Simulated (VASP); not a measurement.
# Mg3SnO (Pm-3m) in VASP: settings compared

Aim: see how the results for Mg3SnO move with the level of theory and the settings. Levels: LDA, PBE. Tasks: single point.

All numbers are computed with VASP 6.6.1; they aren't measurements. Logs are shortened: lines on timing, memory, paths and dates and some standing lists are left out, and cuts for length are marked.

## 1. The cell of the first run

Symmetry: Pm-3m, No. 221, cubic system. The conventional cell has a = 4.289 Å, b = 4.289 Å, c = 4.289 Å, α = 90.00°, β = 90.00°, γ = 90.00°. Sn (site symmetry m-3m) has 12 Mg at 3.03 Å and 8 O at 3.71 Å within 4.0 Å. Within 2.8 Å of O (site symmetry m-3m) lie 6 Mg at 2.14 Å. Within 2.8 Å of Mg (site symmetry 4/mmm) lie 2 O at 2.14 Å.

## 2. Single point, LDA

File INCAR:

```
SYSTEM = Mg3SnO
PREC = Accurate ; ENCUT = 520
EDIFF = 1E-7 ; ISMEAR = -1
SIGMA = 0.02 ; LREAL = .FALSE.
LASPH = .TRUE. ; NELM = 80
ALGO = Normal ; ISIF = 2
LWAVE = .FALSE. ; LCHARG = .FALSE.
GGA = CA ; NBANDS = 21
```

File KPOINTS:

```
regular mesh
0
G
  6 6 6
  0 0 0
```

File POSCAR:

```
Mg3SnO
1.0
    4.2891441476      0.0000000000      0.0000000000
    0.0000000000      4.2891441476      0.0000000000
    0.0000000000      0.0000000000      4.2891441476
Sn O Mg
1 1 3
Direct
    0.0000000000      0.0000000000      0.0000000000
    0.5000000000      0.5000000000      0.5000000000
    0.5000000000      0.5000000000      0.0000000000
    0.5000000000      0.0000000000      0.5000000000
    0.0000000000      0.5000000000      0.5000000000
```

Potentials or basis: VASP PAW LDA potentials, release 64 (Sn_d, O, Mg).

On the command line:

```
$ cat potpaw_LDA.64/Sn_d/POTCAR potpaw_LDA.64/O/POTCAR potpaw_LDA.64/Mg/POTCAR > POTCAR
$ mpirun -np 1 vasp_std > vasp.out
```

OUTCAR:

```text
SYSTEM = Mg3SnO
   PREC = Accurate
   ENCUT = 520
   EDIFF = 1E-7
   ISMEAR = -1
   LREAL = .FALSE.
   LASPH = .TRUE.
   NELM = 80
   ISIF = 2
   GGA = CA

 ion  position               nearest neighbor table
   1  0.000  0.000  0.000-   3 3.03   4 3.03   5 3.03   4 3.03   5 3.03   3 3.03   5 3.03   5 3.03
                             3 3.03   4 3.03   4 3.03   3 3.03
   2  0.500  0.500  0.500-   3 2.14   4 2.14   5 2.14   3 2.14   4 2.14   5 2.14
   3  0.500  0.500  0.000-   2 2.14   2 2.14   4 3.03   5 3.03   1 3.03   4 3.03   5 3.03   1 3.03
                             4 3.03   4 3.03   1 3.03   5 3.03   5 3.03   1 3.03
   4  0.500  0.000  0.500-   2 2.14   2 2.14   3 3.03   5 3.03   1 3.03   3 3.03   1 3.03   3 3.03
                             5 3.03   3 3.03   1 3.03   5 3.03   1 3.03   5 3.03
   5  0.000  0.500  0.500-   2 2.14   2 2.14   3 3.03   4 3.03   1 3.03   3 3.03   1 3.03   4 3.03
                             1 3.03   1 3.03   3 3.03   4 3.03   3 3.03   4 3.03

  LATTYP: Found a simple cubic cell.
 ALAT       =     4.2891441476

  Lattice vectors:

 A1 = (   4.2891441476,   0.0000000000,   0.0000000000)
 A2 = (   0.0000000000,   4.2891441476,   0.0000000000)
 A3 = (   0.0000000000,   0.0000000000,   4.2891441476)

Analysis of symmetry for initial positions (statically):
=====================================================================
 Subroutine PRICEL returns:
 Original cell was already a primitive cell.

 Routine SETGRP: Setting up the symmetry group for a
 simple cubic supercell.

 Subroutine GETGRP returns: Found 48 space group operations
 (whereof 48 operations were pure point group operations)
 out of a pool of 48 trial point group operations.

The static configuration has the point symmetry O_h .

Analysis of symmetry for dynamics (positions and initial velocities):
=====================================================================
 Subroutine PRICEL returns:
 Original cell was already a primitive cell.

 Routine SETGRP: Setting up the symmetry group for a
 simple cubic supercell.

 Subroutine GETGRP returns: Found 48 space group operations
 (whereof 48 operations were pure point group operations)
 out of a pool of 48 trial point group operations.

The dynamic configuration has the point symmetry O_h .

 Subroutine INISYM returns: Found 48 space group operations
 (whereof 48 operations are pure point group operations),
 and found     1 'primitive' translations

----------------------------------------------------------------------------------------

                                     Primitive cell

  volume of cell :      78.9063

  direct lattice vectors                    reciprocal lattice vectors
     4.289144148  0.000000000  0.000000000     0.233146746  0.000000000  0.000000000
     0.000000000  4.289144148  0.000000000     0.000000000  0.233146746  0.000000000
     0.000000000  0.000000000  4.289144148     0.000000000  0.000000000  0.233146746

  length of vectors
     4.289144148  4.289144148  4.289144148     0.233146746  0.233146746  0.233146746

  position of ions in fractional coordinates (direct lattice)
     0.000000000  0.000000000  0.000000000
     0.500000000  0.500000000  0.500000000
     0.500000000  0.500000000  0.000000000
     0.500000000  0.000000000  0.500000000
     0.000000000  0.500000000  0.500000000

  ion indices of the primitive-cell ions
   primitive index   ion index
                 1           1
                 2           2
                 3           3
                 4           4
                 5           5

----------------------------------------------------------------------------------------

 KPOINTS: regular mesh

Automatic generation of k-mesh.
 Grid dimensions read from file:
 generate k-points for:    6    6    6

 Generating k-lattice:

  Cartesian coordinates                     Fractional coordinates (reciprocal lattice)
     0.038857791  0.000000000  0.000000000     0.166666667  0.000000000  0.000000000
     0.000000000  0.038857791  0.000000000     0.000000000  0.166666667  0.000000000
     0.000000000  0.000000000  0.038857791     0.000000000  0.000000000  0.166666667

  Length of vectors
     0.038857791  0.038857791  0.038857791

  Shift w.r.t. Gamma in fractional coordinates (k-lattice)
     0.000000000  0.000000000  0.000000000

 Subroutine IBZKPT returns following result:
 ===========================================

 Found     20 irreducible k-points:

 Following reciprocal coordinates:
            Coordinates               Weight
  0.000000  0.000000  0.000000      1.000000
  0.166667  0.000000  0.000000      6.000000
  0.333333  0.000000  0.000000      6.000000
  0.500000  0.000000  0.000000      3.000000
  0.166667  0.166667  0.000000     12.000000
  0.333333  0.166667  0.000000     24.000000
[... 12 lines left out ...]
  0.500000  0.500000  0.333333      6.000000
  0.500000  0.500000  0.500000      1.000000
   k-points           NKPTS =     20   k-points in BZ     NKDIM =     20   number of bands    NBANDS=     21
   number of dos      NEDOS =    301   number of ions     NIONS =      5
   total plane-waves  NPLWV =  32768
   dimension x,y,z NGX =    32 NGY =   32 NGZ =   32
   dimension x,y,z NGXF=    64 NGYF=   64 NGZF=   64
   ions per type =               1   1   3
   NGX,Y,Z   is equivalent  to a cutoff of  12.40, 12.40, 12.40 a.u.
   NGXF,Y,Z  is equivalent  to a cutoff of  24.81, 24.81, 24.81 a.u.
 SYSTEM =  Mg3SnO
   PREC   = accura    normal or accurate (medium, high low for compatibility)
   ISTART =      0    job   : 0-new  1-cont  2-samecut
   ICHARG =      2    charge: 1-file 2-atom 10-const
   ISPIN  =      1    spin polarized calculation?
   LNONCOLLINEAR =      F non collinear calculations
   LSORBIT =      F    spin-orbit coupling
   LASPH  =      T    aspherical Exc in radial PAW
   ENCUT  =  520.0 eV  38.22 Ry    6.18 a.u.   7.97  7.97  7.97*2*pi/ulx,y,z
   NELM   =     80;   NELMIN=  2; NELMDL= -5     # of ELM steps
   EDIFF  = 0.1E-06   stopping-criterion for ELM
   LREAL  =      F    real-space projection
   EDIFFG = 0.1E-05   stopping-criterion for IOM
   NSW    =      0    number of steps for IOM
   IBRION =     -1    ionic relax: 0-MD 1-quasi-New 2-CG
   NFREE  =      0    steps in history (QN), initial steepest desc. (CG)
   ISIF   =      2    stress and relaxation
   ISYM   =      2    0-nonsym 1-usesym 2-fastsym
   POTIM  = 0.5000    time-step for ionic-motion
   TEBEG  =    0.0;   TEEND  =   0.0 temperature during run
   PSTRESS=    0.0 pullay stress
   NELECT =      26.0000    total number of electrons
   NUPDOWN=      -1.0000    fix difference up-down
   EMIN   =  10.00;   EMAX   =-10.00  energy-range for DOS
   EFERMI =   0.00;   METHOD = LEGACY
   ISMEAR =    -1;   SIGMA  =   0.02  broadening in eV -4-tet -1-fermi 0-gaus
   EFERMI_NEDOS =   21; number of points for ismear=-14 and -15
   IALGO  =     38    algorithm
   IMIX   =      4    mixing-type and parameters
     AMIX     =   0.40;   BMIX     =  1.00
     AMIX_MAG =   1.60;   BMIX_MAG =  1.00
  volume/ion in A,a.u.               =      15.78       106.50
  Fermi-wavevector in a.u.,A,eV,Ry     =   1.130738  2.136785 17.395978  1.278568
  Thomas-Fermi vector in A             =   2.267435
   LORBIT       =      0    0 simple, 1 ext, 2 COOP (PROOUT), +10 PAW based schemes
   GGA     = CA    functional components
   LHFCALC =     F    Hartree Fock is set to
   AEXX    =    0.0000 exact exchange contribution
   IVDW    =     0    specifies the selected vdW correction
   LEPSILON=     F    determine dielectric tensor
   LRPA    =     F    only Hartree local field effects (RPA)
 non-spin polarized calculation
  energy-cutoff  :      520.00
  volume of cell :       78.91
 maximum number of plane-waves:      2176
 NGX is ok and might be reduce to    32
   NGX = 15   NGY = 15   NGZ = 15

 number of electron      26.0000009 magnetization

 Free energy of the ion-electron system (eV)
  ---------------------------------------------------
  ext. energy  EPLUGINS =         0.00000000
  ---------------------------------------------------
  free energy    TOTEN  =       -21.57423004 eV

  energy without entropy =      -21.57268848  energy(sigma->0) =      -21.57345926

 E-fermi :   6.4144     XC(G=0): -10.4846

 val. band max:        6.4144022824   @ k =   0.5000   0.3333   0.0000
 cond. band min:       6.6571735644   @ k =   0.5000   0.3333   0.0000
 fundamental gap:      0.2427712820
 Fermi energy:         6.4144053560

 k-point     1 :       0.0000    0.0000    0.0000
  band No.  band energies     occupation
      1     -14.3669      2.00000
      2     -14.3669      2.00000
      3     -14.3655      2.00000
      4     -14.3655      2.00000
      5     -14.3655      2.00000
      6     -13.3427      2.00000
[... 13 lines left out ...]
     20      13.1739      0.00000
     21      13.1739      0.00000

 k-point     2 :       0.1667    0.0000    0.0000
  band No.  band energies     occupation
      1     -14.3667      2.00000
      2     -14.3667      2.00000
      3     -14.3666      2.00000
      4     -14.3653      2.00000
      5     -14.3624      2.00000
      6     -13.3260      2.00000
[... 13 lines left out ...]
     20      12.4780      0.00000
     21      14.1981      0.00000

 k-point     3 :       0.3333    0.0000    0.0000
  band No.  band energies     occupation
      1     -14.3690      2.00000
      2     -14.3690      2.00000
      3     -14.3660      2.00000
      4     -14.3651      2.00000
      5     -14.3534      2.00000
      6     -13.2923      2.00000
[... 13 lines left out ...]
     20      12.8809      0.00000
     21      13.0074      0.00000

 k-point     4 :       0.5000    0.0000    0.0000
  band No.  band energies     occupation
      1     -14.3702      2.00000
      2     -14.3702      2.00000
      3     -14.3657      2.00000
      4     -14.3649      2.00000
      5     -14.3489      2.00000
      6     -13.2753      2.00000
[... 13 lines left out ...]
     20      13.5067      0.00000
     21      13.6570      0.00000

 k-point     5 :       0.1667    0.1667    0.0000
  band No.  band energies     occupation
      1     -14.3684      2.00000
      2     -14.3665      2.00000
      3     -14.3665      2.00000
      4     -14.3642      2.00000
      5     -14.3600      2.00000
      6     -13.3092      2.00000
[... 13 lines left out ...]
     20      12.7795      0.00000
     21      13.2339      0.00000

 k-point     6 :       0.3333    0.1667    0.0000
  band No.  band energies     occupation
      1     -14.3719      2.00000
      2     -14.3689      2.00000
      3     -14.3662      2.00000
      4     -14.3630      2.00000
      5     -14.3517      2.00000
      6     -13.2753      2.00000
[... 13 lines left out ...]
     20      12.2839      0.00000
     21      13.4090      0.00000

 k-point     7 :       0.5000    0.1667    0.0000
  band No.  band energies     occupation
      1     -14.3736      2.00000
      2     -14.3701      2.00000
      3     -14.3661      2.00000
      4     -14.3626      2.00000
      5     -14.3472      2.00000
      6     -13.2582      2.00000
[... 13 lines left out ...]
     20      12.9684      0.00000
     21      13.3059      0.00000
[... 195 lines left out ...]
      1     -14.3818      2.00000
      2     -14.3714      2.00000
      3     -14.3714      2.00000
      4     -14.3524      2.00000
      5     -14.3389      2.00000
      6     -13.1945      2.00000
[... 13 lines left out ...]
     20      13.2117      0.00000
     21      15.9297      0.00000

 k-point    17 :       0.3333    0.3333    0.3333
  band No.  band energies     occupation
      1     -14.3761      2.00000
      2     -14.3736      2.00000
      3     -14.3736      2.00000
      4     -14.3457      2.00000
      5     -14.3457      2.00000
      6     -13.1982      2.00000
[... 13 lines left out ...]
     20      14.0384      0.00000
     21      15.4476      0.00000

 k-point    18 :       0.5000    0.3333    0.3333
  band No.  band energies     occupation
      1     -14.3775      2.00000
      2     -14.3753      2.00000
      3     -14.3735      2.00000
      4     -14.3456      2.00000
      5     -14.3412      2.00000
      6     -13.1839      2.00000
[... 13 lines left out ...]
     20      15.1923      0.00000
     21      15.4515      0.00000

 k-point    19 :       0.5000    0.5000    0.3333
  band No.  band energies     occupation
      1     -14.3786      2.00000
      2     -14.3752      2.00000
      3     -14.3752      2.00000
      4     -14.3434      2.00000
      5     -14.3389      2.00000
      6     -13.1703      2.00000
[... 13 lines left out ...]
     20      15.5513      0.00000
     21      16.8440      0.00000

 k-point    20 :       0.5000    0.5000    0.5000
  band No.  band energies     occupation
      1     -14.3771      2.00000
      2     -14.3771      2.00000
      3     -14.3771      2.00000
      4     -14.3389      2.00000
      5     -14.3389      2.00000
      6     -13.1583      2.00000
[... 13 lines left out ...]
     20      16.7981      0.00000
     21      17.8041      0.00000

------------------------ aborting loop because EDIFF is reached ----------------------------------------

  FORCE on cell =-STRESS in cart. coord.  units (eV):
  Direction    XX          YY          ZZ          XY          YZ          ZX
  --------------------------------------------------------------------------------------
  -------------------------------------------------------------------------------------
  Total       -0.3215567     -0.3215567     -0.3215567      0.0000000      0.0000000      0.0000000
  in kB       -6.5291431     -6.5291431     -6.5291431      0.0000000      0.0000000      0.0000000
  external PRESSURE =      -6.5291431 kB  Pullay stress =       0.0000000 kB

 VOLUME and BASIS-vectors are now :
 -----------------------------------------------------------------------------
  energy-cutoff  :      520.00
  volume of cell :       78.91
      direct lattice vectors                 reciprocal lattice vectors
     4.289144148  0.000000000  0.000000000     0.233146746  0.000000000  0.000000000
     0.000000000  4.289144148  0.000000000     0.000000000  0.233146746  0.000000000
     0.000000000  0.000000000  4.289144148     0.000000000  0.000000000  0.233146746

 POSITION                                       TOTAL-FORCE (eV/Angst)
 -----------------------------------------------------------------------------------
      0.00000      0.00000      0.00000         0.000000      0.000000      0.000000
      2.14457      2.14457      2.14457         0.000000      0.000000      0.000000
      2.14457      2.14457      0.00000         0.000000      0.000000      0.000000
      2.14457      0.00000      2.14457         0.000000      0.000000      0.000000
      0.00000      2.14457      2.14457         0.000000      0.000000      0.000000
 -----------------------------------------------------------------------------------
    total drift:                                0.000000      0.000000     -0.000000

  FREE ENERGIE OF THE ION-ELECTRON SYSTEM (eV)
  ---------------------------------------------------
  free  energy   TOTEN  =       -21.5742300422 eV

  energy  without entropy=      -21.5726884763  energy(sigma->0) =      -21.57345926
```

Run time: 22 s. Hardware: 1 thread of Intel Xeon 8259CL, shared host; peak memory 0.17 GiB.

What came out:

```
Free energy            : -21.5742 eV
Pressure               : -0.7 GPa
Band gap on the k mesh : zero (bands 13 and 14 overlap by 0.26 eV)
```

Caveat: semilocal functionals underestimate gaps, and a narrow one can read as zero; spin-orbit coupling is left out, which moves the levels of the heavy elements.

## 3. Single point, PBE

This run uses another cell than the first one, of 16.41 Å³/atom.

File INCAR:

```
  PREC = Accurate
  ENCUT = 520
  EDIFF = 1E-7
  ISMEAR = -1
  SIGMA = 0.02
  LREAL = F
  LASPH = T
  NELM = 80
  ALGO = Normal
  ISIF = 2
  LWAVE = F
  LCHARG = F
  GGA = PE
  NBANDS = 21
```

File KPOINTS:

```
regular mesh
0
Gamma
  6 6 6
```

POSCAR, as its differences from that of step 2:

```diff
@@ -2,5 +2,5 @@
 1.0
-    4.2891441476      0.0000000000      0.0000000000
-    0.0000000000      4.2891441476      0.0000000000
-    0.0000000000      0.0000000000      4.2891441476
+    4.3451367225      0.0000000000      0.0000000000
+    0.0000000000      4.3451367225      0.0000000000
+    0.0000000000      0.0000000000      4.3451367225
 Sn O Mg
```

Potentials or basis: VASP PAW PBE potentials, release 64 (Sn_d, O, Mg).

On the command line:

```
$ cat potpaw_PBE.64/Sn_d/POTCAR potpaw_PBE.64/O/POTCAR potpaw_PBE.64/Mg/POTCAR > POTCAR
$ mpirun -np 1 vasp_std > vasp.out
```

Wall time 24 s (1 thread of Intel Xeon 8259CL, shared host); peak memory 0.19 GiB.

Results (log left out):

| Quantity | Value |
| --- | --- |
| Free energy | -18.4941 eV |
| Pressure | 2.0 GPa |
| Band gap on the k mesh | zero (bands 13 and 14 overlap by 0.33 eV) |

Levels at points of the mesh, in eV from the Fermi level:
```csv
k point,band 9,band 10,band 11,band 12,band 13,band 14,band 15,band 16,band 17,band 18
"(0.00, 0.00, 0.00)",-5.94,-5.94,-0.51,-0.51,-0.51,0.44,0.44,1.68,5.84,5.84
"(0.50, 0.00, 0.00)",-5.76,-5.19,-5.06,-0.70,-0.70,1.67,3.00,3.23,3.76,3.76
"(0.50, 0.50, 0.00)",-6.96,-5.69,-2.73,-2.73,-0.76,0.40,2.51,2.83,2.83,5.48
"(0.50, 0.50, 0.50)",-6.39,-6.39,-3.63,-3.63,-3.63,1.42,1.42,1.42,3.54,10.17
```

Caveat: semilocal functionals underestimate gaps, and a narrow one can read as zero; spin-orbit coupling is left out, which moves the levels of the heavy elements.

## 4. Single point, LDA

This run uses another cell than the first one, of 16.41 Å³/atom.

File INCAR:

```
SYSTEM = Mg3SnO
PREC = Accurate
ENCUT = 520
EDIFF = 1E-6
ISMEAR = -1
SIGMA = 0.02
LREAL = .FALSE.
LASPH = .TRUE.
NELM = 100
ALGO = Normal
ISIF = 2
LWAVE = .FALSE.
LCHARG = .TRUE.
GGA = CA
LELF = .TRUE.
LVHAR = .TRUE.
NBANDS = 21
```

File KPOINTS:

```
regular mesh
0
G
  6 6 6
  0 0 0
```

POSCAR is that of step 3.

Potentials or basis: VASP PAW LDA potentials, release 64 (Sn_d, O, Mg).

On the command line:

```
$ cat potpaw_LDA.64/Sn_d/POTCAR potpaw_LDA.64/O/POTCAR potpaw_LDA.64/Mg/POTCAR > POTCAR
$ mpirun -np 1 vasp_std > vasp.out
```

It took 20 s on 1 thread of Intel Xeon 8259CL, shared host; peak memory 0.18 GiB.

It converged, with:

```yaml
Free_energy: -21.5335 eV
Pressure: -3.6 GPa
Band_gap_on_the_k_mesh: zero (bands 13 and 14 overlap by 0.36 eV)
```

Levels at points of the mesh, in eV from the Fermi level:
| k point | band 11 | band 12 | band 13 | band 14 | band 15 | band 16 |
| --- | --- | --- | --- | --- | --- | --- |
| (0.00, 0.00, 0.00) | -0.51 | -0.51 | -0.51 | 0.44 | 0.44 | 1.53 |
| (0.50, 0.00, 0.00) | -5.03 | -0.71 | -0.71 | 1.73 | 2.91 | 3.09 |
| (0.50, 0.50, 0.00) | -2.72 | -2.72 | -0.79 | 0.40 | 2.48 | 2.81 |
| (0.50, 0.50, 0.50) | -3.60 | -3.60 | -3.60 | 1.39 | 1.39 | 1.39 |

Caveat: the cell stands under tension; semilocal functionals underestimate gaps, and a narrow one can read as zero; spin-orbit coupling is left out, which moves the levels of the heavy elements.

## 5. Overview

```tsv
level	potentials or basis	cell	gap on the mesh (eV)	pressure (GPa)
LDA	VASP PAW LDA potentials, release 64 (Sn_d, O, Mg)	a = 4.289 Å, 5 atoms	none	-0.7
PBE	VASP PAW PBE potentials, release 64 (Sn_d, O, Mg)	a = 4.345 Å, 5 atoms	none	2.0
LDA	VASP PAW LDA potentials, release 64 (Sn_d, O, Mg)	a = 4.345 Å, 5 atoms	none	-3.6
```

Alike in all rows: task single point; no spin polarisation; k mesh 6 × 6 × 6; cutoff (eV) 520; smearing fermi-dirac 0.02 eV.

Caveats: semilocal functionals underestimate gaps, and a narrow one can read as zero; spin-orbit coupling is left out, which moves the levels of the heavy elements; the cell stands under tension (at least some runs).

Total energies depend on the potentials used, so only differences within one code and one set of settings carry meaning.

The gap in the log of VASP goes by the Fermi energy; the results here count the filled bands.